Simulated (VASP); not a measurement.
CdS, 2 atoms in the cell. It takes space group Immm (No. 71, orthorhombic). The conventional cell has a = 3.699 Å, b = 4.153 Å, c = 6.828 Å, α = 90.00°, β = 90.00°, γ = 90.00°. Cd (site symmetry mmm) has 2 S at 2.08 Å within 2.7 Å. S (site symmetry mmm) has 2 Cd at 2.08 Å within 2.7 Å. The cell was generated, and may not be a known phase.

* Program: VASP 6.6.1
* Task: single point
* Functional: PBE
* Potentials or basis: VASP PAW PBE potentials, release 64 (Cd_sv_GW, S)
* Cutoff: 630 eV
* k mesh: 6 × 6 × 6
* Occupations: gaussian, width 0.1 eV
* Spin: no spin polarisation
* Dipole correction: no
* Further INCAR settings: ALGO = Normal; EDIFF = 1e-06; NBANDS = 20

Potentials or basis: VASP PAW PBE potentials, release 64 (Cd_sv_GW, S).

Command:

```console
$ cat potpaw_PBE.64/Cd_sv_GW/POTCAR potpaw_PBE.64/S/POTCAR > POTCAR
$ mpirun -np 1 vasp_std > vasp.out
```

Hardware: 1 thread of AMD EPYC 7R13 Processor (Zen 3), with other jobs on the host.

Question: How long does it take, and how much memory?

Answer: It took 73 s on 1 thread of AMD EPYC 7R13 Processor (Zen 3) (shared host), peak memory 0.21 GiB. Counts: scf iterations 12, k points 46.
